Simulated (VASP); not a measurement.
Wanted: the native input for a VASP 6.6.1 run.

* Task: single point
* Functional: PBE
* Potentials or basis: VASP PAW PBE potentials, release 64 (Sn_d, Se)
* Cutoff: 520 eV
* k mesh: 6 × 6 × 6
* Occupations: gaussian, width 0.1 eV
* Spin: no spin polarisation
* Dipole correction: no
* Further INCAR settings: ALGO = Normal; EDIFF = 1e-07; NBANDS = 73

The structure of Sn4Se lies in POSCAR:

```
Sn4Se
1.0
    0.0000000000      5.4209802118      5.4209802118
    5.4209802118      0.0000000000      5.4209802118
    5.4209802118      5.4209802118      0.0000000000
Sn Se
8 2
Direct
    0.8547323147      0.8547323147      0.8547323147
    0.8547323147      0.8547323147      0.4358030559
    0.8547323147      0.4358030559      0.8547323147
    0.4358030559      0.8547323147      0.8547323147
    0.3952676853      0.3952676853      0.8141969441
    0.3952676853      0.3952676853      0.3952676853
    0.3952676853      0.8141969441      0.3952676853
    0.8141969441      0.3952676853      0.3952676853
    0.2500000000      0.2500000000      0.2500000000
    0.0000000000      0.0000000000      0.0000000000
```

The input as run:

INCAR

```
SYSTEM = Sn4Se
PREC = Accurate
ENCUT = 520
EDIFF = 1E-7
ISMEAR = 0
SIGMA = 0.1
LREAL = .FALSE.
LASPH = .TRUE.
NELM = 80
ALGO = Normal
ISIF = 2
LWAVE = .FALSE.
LCHARG = .FALSE.
GGA = PE
NBANDS = 73
```

KPOINTS

```
Automatic mesh
0
G
  6 6 6
  0 0 0
```

Potentials or basis: VASP PAW PBE potentials, release 64 (Sn_d, Se).

Launch:

```console
$ cat potpaw_PBE.64/Sn_d/POTCAR potpaw_PBE.64/Se/POTCAR > POTCAR
$ mpirun -np 1 vasp_std > vasp.out
```

Results of the run:

The pressure is 0.0 GPa, the largest force is 0.007 eV/Å and the band gap on the k mesh is zero (band 62 reaches 5.66 eV, above the bottom of band 63 at 5.25 eV).

Caveat: spin-orbit coupling is left out, which moves the levels of the heavy elements.

It took 4.9 min on 1 thread of Intel(R) Xeon(R) 6975P-C (Granite Rapids) (shared host), peak memory 0.64 GiB.
